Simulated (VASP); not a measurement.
# Cd (P6_3/mmc) in VASP: a series of runs

Runs on Cd. Level: r2SCAN. Tasks: single point.

Everything below comes from runs of VASP 6.6.1. Logs are shortened: lines on timing, memory, paths and dates and some standing lists are left out, and cuts for length are marked.

## Step 1: The cell of the first run

It takes space group P6_3/mmc (No. 194, hexagonal). Conventional cell: a = 2.989 Å, b = 2.989 Å, c = 5.626 Å, α = 90.00°, β = 90.00°, γ = 120.00°. Cd (site symmetry -6m2) has 12 Cd at 2.99 to 3.30 Å within 3.9 Å.

## Step 2: Single point, r2SCAN

POSCAR reads:

```
Cd
1.0
    2.9887499058      0.0000000000      0.0000000000
   -1.4943749529      2.5883333440      0.0000000000
    0.0000000000      0.0000000000      5.6259810244
Cd
2
Direct
    0.3333333333      0.6666666667      0.2500000000
    0.6666666667      0.3333333333      0.7500000000
```

INCAR.step1 reads:

```
ALGO = Normal
EDIFF = 1E-4
ENCUT = 520
GGA = PE
ISMEAR = -1
LASPH = T
LCHARG = F
LREAL = F
LWAVE = T
NBANDS = 19
NELM = 60
PREC = Accurate
SIGMA = 0.08
```

INCAR.step2 reads:

```
ALGO = Normal
EDIFF = 1E-7
ENCUT = 520
ISIF = 2
ISMEAR = -1
ISTART = 1
LASPH = T
LCHARG = T
LELF = T
LMIXTAU = T
LREAL = F
LVHAR = T
LWAVE = F
METAGGA = R2SCAN
NBANDS = 19
NELM = 60
PREC = Accurate
SIGMA = 0.08
```

KPOINTS reads:

```
k-points
0
Gamma
  16 16 8
```

Potentials or basis: VASP PAW PBE potentials, release 64 (Cd).

On the command line:

```console
$ cat potpaw_PBE.64/Cd/POTCAR > POTCAR
$ cp INCAR.step1 INCAR
$ mpirun -np 1 vasp_std > vasp.out
$ cp INCAR.step2 INCAR
$ mpirun -np 1 vasp_std > vasp.out
```

OUTCAR:

```text
EDIFF = 1E-7
   ENCUT = 520
   ISIF = 2
   ISMEAR = -1
   ISTART = 1
   LASPH = T
   LREAL = F
   METAGGA = R2SCAN
   NELM = 60
   PREC = Accurate

 ion  position               nearest neighbor table
   1  0.333  0.667  0.250-   2 3.30   2 3.30   2 3.30   2 3.30   2 3.30   2 3.30
   2  0.667  0.333  0.750-   1 3.30   1 3.30   1 3.30   1 3.30   1 3.30   1 3.30

  LATTYP: Found a hexagonal cell.
 ALAT       =     2.9887499058
 C/A-ratio  =     1.8823860148

  Lattice vectors:

 A1 = (   2.9887499058,   0.0000000000,   0.0000000000)
 A2 = (  -1.4943749529,   2.5883333440,   0.0000000000)
 A3 = (   0.0000000000,   0.0000000000,   5.6259810244)

Analysis of symmetry for initial positions (statically):
=====================================================================
 Subroutine PRICEL returns:
 Original cell was already a primitive cell.

 Routine SETGRP: Setting up the symmetry group for a
 hexagonal supercell.

 Subroutine GETGRP returns: Found 24 space group operations
 (whereof 12 operations were pure point group operations)
 out of a pool of 24 trial point group operations.

The static configuration has the point symmetry D_3d.
 The point group associated with its full space group is D_6h.

Analysis of symmetry for dynamics (positions and initial velocities):
=====================================================================
 Subroutine PRICEL returns:
 Original cell was already a primitive cell.

 Routine SETGRP: Setting up the symmetry group for a
 hexagonal supercell.

 Subroutine GETGRP returns: Found 24 space group operations
 (whereof 12 operations were pure point group operations)
 out of a pool of 24 trial point group operations.

The dynamic configuration has the point symmetry D_3d.
 The point group associated with its full space group is D_6h.

 Subroutine INISYM returns: Found 24 space group operations
 (whereof 12 operations are pure point group operations),
 and found     1 'primitive' translations

----------------------------------------------------------------------------------------

                                     Primitive cell

  volume of cell :      43.5219

  direct lattice vectors                    reciprocal lattice vectors
     2.988749906  0.000000000  0.000000000     0.334588049  0.193174500  0.000000000
    -1.494374953  2.588333344  0.000000000     0.000000000  0.386349000  0.000000000
     0.000000000  0.000000000  5.625981024     0.000000000  0.000000000  0.177746778

  length of vectors
     2.988749906  2.988749906  5.625981024     0.386349000  0.386349000  0.177746778

  position of ions in fractional coordinates (direct lattice)
     0.333333333  0.666666667  0.250000000
     0.666666667  0.333333333  0.750000000

  ion indices of the primitive-cell ions
   primitive index   ion index
                 1           1
                 2           2

----------------------------------------------------------------------------------------

 KPOINTS: k-points

Automatic generation of k-mesh.
 Grid dimensions read from file:
 generate k-points for:   16   16    8

 Generating k-lattice:

  Cartesian coordinates                     Fractional coordinates (reciprocal lattice)
     0.020911753  0.012073406  0.000000000     0.062500000  0.000000000  0.000000000
     0.000000000  0.024146813  0.000000000     0.000000000  0.062500000  0.000000000
     0.000000000  0.000000000  0.022218347     0.000000000  0.000000000  0.125000000

  Length of vectors
     0.024146813  0.024146813  0.022218347

  Shift w.r.t. Gamma in fractional coordinates (k-lattice)
     0.000000000  0.000000000  0.000000000

 Subroutine IBZKPT returns following result:
 ===========================================

 Found    150 irreducible k-points:

 Following reciprocal coordinates:
            Coordinates               Weight
  0.000000  0.000000  0.000000      1.000000
  0.062500  0.000000  0.000000      6.000000
  0.125000  0.000000  0.000000      6.000000
  0.187500  0.000000  0.000000      6.000000
  0.250000  0.000000  0.000000      6.000000
  0.312500  0.000000  0.000000      6.000000
[... 16 lines left out ...]
  0.187500  0.187500  0.000000      6.000000
  0.250000  0.187500  0.000000     12.000000
 [... further k-points ...]
   k-points           NKPTS =    150   k-points in BZ     NKDIM =    150   number of bands    NBANDS=     19
   number of dos      NEDOS =    301   number of ions     NIONS =      2
   total plane-waves  NPLWV =  24192
   dimension x,y,z NGX =    24 NGY =   24 NGZ =   42
   dimension x,y,z NGXF=    48 NGYF=   48 NGZF=   84
   ions per type =               2
   NGX,Y,Z   is equivalent  to a cutoff of  13.35, 13.35, 12.41 a.u.
   NGXF,Y,Z  is equivalent  to a cutoff of  26.70, 26.70, 24.82 a.u.
 SYSTEM =  unknown system
   PREC   = accura    normal or accurate (medium, high low for compatibility)
   ISTART =      1    job   : 0-new  1-cont  2-samecut
   ICHARG =      0    charge: 1-file 2-atom 10-const
   ISPIN  =      1    spin polarized calculation?
   LNONCOLLINEAR =      F non collinear calculations
   LSORBIT =      F    spin-orbit coupling
   LASPH  =      T    aspherical Exc in radial PAW
   ENCUT  =  520.0 eV  38.22 Ry    6.18 a.u.   5.56  5.56 10.46*2*pi/ulx,y,z
   NELM   =     60;   NELMIN=  2; NELMDL=  0     # of ELM steps
   EDIFF  = 0.1E-06   stopping-criterion for ELM
   LREAL  =      F    real-space projection
   EDIFFG = 0.1E-05   stopping-criterion for IOM
   NSW    =      0    number of steps for IOM
   IBRION =     -1    ionic relax: 0-MD 1-quasi-New 2-CG
   NFREE  =      0    steps in history (QN), initial steepest desc. (CG)
   ISIF   =      2    stress and relaxation
   ISYM   =      2    0-nonsym 1-usesym 2-fastsym
   POTIM  = 0.5000    time-step for ionic-motion
   TEBEG  =    0.0;   TEEND  =   0.0 temperature during run
   PSTRESS=    0.0 pullay stress
   NELECT =      24.0000    total number of electrons
   NUPDOWN=      -1.0000    fix difference up-down
   EMIN   =  10.00;   EMAX   =-10.00  energy-range for DOS
   EFERMI =   0.00;   METHOD = LEGACY
   ISMEAR =    -1;   SIGMA  =   0.08  broadening in eV -4-tet -1-fermi 0-gaus
   EFERMI_NEDOS =   21; number of points for ismear=-14 and -15
   IALGO  =     38    algorithm
   IMIX   =      4    mixing-type and parameters
     AMIX     =   0.40;   BMIX     =  1.00
     AMIX_MAG =   1.60;   BMIX_MAG =  1.00
  volume/ion in A,a.u.               =      21.76       146.85
  Fermi-wavevector in a.u.,A,eV,Ry     =   1.342484  2.536928 24.521293  1.802264
  Thomas-Fermi vector in A             =   2.470635
   LORBIT       =      0    0 simple, 1 ext, 2 COOP (PROOUT), +10 PAW based schemes
   METAGGA = R2SCAN    functional components
   LHFCALC =     F    Hartree Fock is set to
   AEXX    =    0.0000 exact exchange contribution
   IVDW    =     0    specifies the selected vdW correction
   LEPSILON=     F    determine dielectric tensor
   LRPA    =     F    only Hartree local field effects (RPA)
 non-spin polarized calculation
  energy-cutoff  :      520.00
  volume of cell :       43.52
 maximum number of plane-waves:      1197
 NGX is ok and might be reduce to    24
   NGX = 11   NGY = 11   NGZ = 21

 number of electron      23.9999991 magnetization

 Free energy of the ion-electron system (eV)
  ---------------------------------------------------
  ext. energy  EPLUGINS =         0.00000000
  ---------------------------------------------------
  free energy    TOTEN  =       -40.20403156 eV

  energy without entropy =      -40.19649390  energy(sigma->0) =      -40.20026273

 E-fermi :   2.9026     XC(G=0): -11.7622

 val. band max:        2.8398668887   @ k =   0.3125   0.1250   0.0000
 cond. band min:       2.9282981927   @ k =   0.3750   0.0625   0.0000
 fundamental gap:      0.0884313041
 Fermi energy:         2.9025896560

 k-point     1 :       0.0000    0.0000    0.0000
  band No.  band energies     occupation
      1      -7.4572      2.00000
      2      -7.1779      2.00000
      3      -6.7912      2.00000
      4      -6.7912      2.00000
      5      -6.7392      2.00000
      6      -6.7392      2.00000
[... 11 lines left out ...]
     18      18.4281      0.00000
     19      19.1791      0.00000

 k-point     2 :       0.0625    0.0000    0.0000
  band No.  band energies     occupation
      1      -7.4158      2.00000
      2      -7.1399      2.00000
      3      -6.8067      2.00000
      4      -6.7545      2.00000
      5      -6.7540      2.00000
      6      -6.7039      2.00000
[... 11 lines left out ...]
     18      18.3578      0.00000
     19      19.6097      0.00000

 k-point     3 :       0.1250    0.0000    0.0000
  band No.  band energies     occupation
      1      -7.3153      2.00000
      2      -7.0623      2.00000
      3      -6.8476      2.00000
      4      -6.7746      2.00000
      5      -6.6488      2.00000
      6      -6.6021      2.00000
[... 11 lines left out ...]
     18      18.1110      0.00000
     19      18.9690      0.00000

 k-point     4 :       0.1875    0.0000    0.0000
  band No.  band energies     occupation
      1      -7.2550      2.00000
      2      -7.0026      2.00000
      3      -6.9003      2.00000
      4      -6.7084      2.00000
      5      -6.5685      2.00000
      6      -6.4867      2.00000
[... 11 lines left out ...]
     18      16.8690      0.00000
     19      16.9945      0.00000

 k-point     5 :       0.2500    0.0000    0.0000
  band No.  band energies     occupation
      1      -7.3110      2.00000
      2      -7.0800      2.00000
      3      -6.7926      2.00000
      4      -6.7677      2.00000
      5      -6.5584      2.00000
      6      -6.4720      2.00000
[... 11 lines left out ...]
     18      16.3032      0.00000
     19      16.5864      0.00000
[... 334 lines left out ...]
      2      -7.1956      2.00000
      3      -7.1613      2.00000
      4      -6.7298      2.00000
      5      -6.5937      2.00000
      6      -6.4918      2.00000
[... 11 lines left out ...]
     18      13.9441      0.00000
     19      14.8723      0.00000

 k-point    22 :       0.4375    0.1250    0.0000
  band No.  band energies     occupation
      1      -7.4332      2.00000
      2      -7.2159      2.00000
      3      -7.1888      2.00000
      4      -6.7317      2.00000
      5      -6.6193      2.00000
      6      -6.4598      2.00000
[... 11 lines left out ...]
     18      13.8158      0.00000
     19      14.7863      0.00000

 k-point    23 :       0.1875    0.1875    0.0000
  band No.  band energies     occupation
      1      -7.0831      2.00000
      2      -7.0443      2.00000
      3      -6.9101      2.00000
      4      -6.7597      2.00000
      5      -6.7017      2.00000
      6      -6.6248      2.00000
[... 11 lines left out ...]
     18      13.6893      0.00000
     19      14.4922      0.00000

 k-point    24 :       0.2500    0.1875    0.0000
  band No.  band energies     occupation
      1      -7.1495      2.00000
      2      -7.0213      2.00000
      3      -7.0082      2.00000
      4      -6.7468      2.00000
      5      -6.6778      2.00000
      6      -6.4986      2.00000
[... 11 lines left out ...]
     18      12.6957      0.00000
     19      13.7721      0.00000

 [... further k-points ...]

------------------------ aborting loop because EDIFF is reached ----------------------------------------

  FORCE on cell =-STRESS in cart. coord.  units (eV):
  Direction    XX          YY          ZZ          XY          YZ          ZX
  --------------------------------------------------------------------------------------
  -------------------------------------------------------------------------------------
  Total        0.1146754      0.1146754      0.0511853     -0.0000000      0.0000000      0.0000000
  in kB        4.2215601      4.2215601      1.8842902     -0.0000000      0.0000000      0.0000000
  external PRESSURE =       3.4424701 kB  Pullay stress =       0.0000000 kB

 VOLUME and BASIS-vectors are now :
 -----------------------------------------------------------------------------
  energy-cutoff  :      520.00
  volume of cell :       43.52
      direct lattice vectors                 reciprocal lattice vectors
     2.988749906  0.000000000  0.000000000     0.334588049  0.193174500  0.000000000
    -1.494374953  2.588333344  0.000000000     0.000000000  0.386349000  0.000000000
     0.000000000  0.000000000  5.625981024     0.000000000  0.000000000  0.177746778

 POSITION                                       TOTAL-FORCE (eV/Angst)
 -----------------------------------------------------------------------------------
     -0.00000      1.72556      1.40650         0.000000     -0.000000      0.000000
      1.49437      0.86278      4.21949        -0.000000      0.000000      0.000000
 -----------------------------------------------------------------------------------
    total drift:                                0.000000     -0.000000      0.000000

  FREE ENERGIE OF THE ION-ELECTRON SYSTEM (eV)
  ---------------------------------------------------
  free  energy   TOTEN  =       -40.2040315559 eV

  energy  without entropy=      -40.1964939033  energy(sigma->0) =      -40.20026273
```

Run time: 2.4 min. Hardware: 1 thread of Intel Xeon 6975P-C (Granite Rapids), shared host; peak memory 0.23 GiB.

Results:

```yaml
Free_energy: -40.2040 eV
Pressure: 0.3 GPa
Band_gap_on_the_k_mesh: zero (band 12 reaches 3.82 eV, above the bottom of band 13 at -0.17 eV)
```

Stress tensor (GPa, compression positive):
```
0.42 0.00 0.00
0.00 0.42 0.00
0.00 0.00 0.19
```

Levels at points of the mesh, in eV from the Fermi level:
```csv
k point,band 10,band 11,band 12,band 13,band 14,band 15
"(0.00, 0.00, 0.00)",-8.93,-8.93,-3.18,-3.07,11.00,15.03
"(0.50, 0.00, 0.00)",-8.62,-2.44,-1.93,2.06,3.19,3.34
"(0.00, 0.00, 0.50)",-9.04,-7.63,-7.63,3.88,3.88,15.36
"(0.50, 0.00, 0.50)",-8.63,-1.64,-1.64,0.14,0.14,8.51
```

Caveat: the PAW data sets were made with another functional, which shifts forces and pressure a little.

(Continued in part 2 of 2.)
